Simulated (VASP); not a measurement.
ScGa3: single point with LDA

ScGa3:

```
Sc Ga
1.0
     4.09500    0.00000    0.00000
     0.00000    4.09500    0.00000
     0.00000    0.00000    4.09500
Sc Ga
1 3
Direct
  0.00000 0.00000 0.00000
  0.00000 0.50000 0.50000
  0.50000 0.00000 0.50000
  0.50000 0.50000 0.00000
```

```json
{
  "Program": "VASP 6.6.1",
  "Task": "single point",
  "Functional": "LDA",
  "Potentials or basis": "VASP PAW LDA potentials, release 64 (Sc_sv, Ga_d)",
  "Cutoff": "520 eV",
  "k mesh": "6 × 6 × 6",
  "Occupations": "methfessel-paxton, width 0.1 eV",
  "Spin": "no spin polarisation",
  "Dipole correction": "no",
  "Further INCAR settings": "ALGO = Normal; EDIFF = 1e-06; NBANDS = 33"
}
```

| Property | Result |
| --- | --- |
| Pressure | -5.3 GPa |
| Band gap on the k mesh | zero (band 25 reaches 6.49 eV, above the bottom of band 26 at 3.20 eV) |

Levels at points of the mesh, in eV from the Fermi level:
```
           k point  band 21  band 22  band 23  band 24  band 25  band 26  band 27  band 28  band 29  band 30
(0.00, 0.00, 0.00)    -3.19    -3.19    -1.90    -1.90    -1.90     1.72     1.72     1.72     3.12     3.42
(0.50, 0.00, 0.00)    -8.04    -1.63    -1.63    -1.33    -1.16     1.51     1.51     1.82     1.86     2.61
(0.50, 0.50, 0.00)    -6.47    -6.47    -4.29    -0.42    -0.42     1.37     2.05     2.24     2.25     3.25
(0.50, 0.50, 0.50)    -5.67    -5.67    -4.45    -2.98    -2.98    -2.98     2.37     2.49     2.49     3.62
```

It took 50 s on 1 thread of AMD EPYC 7R13 Processor (Zen 3), on a shared host, peak memory 0.13 GiB.
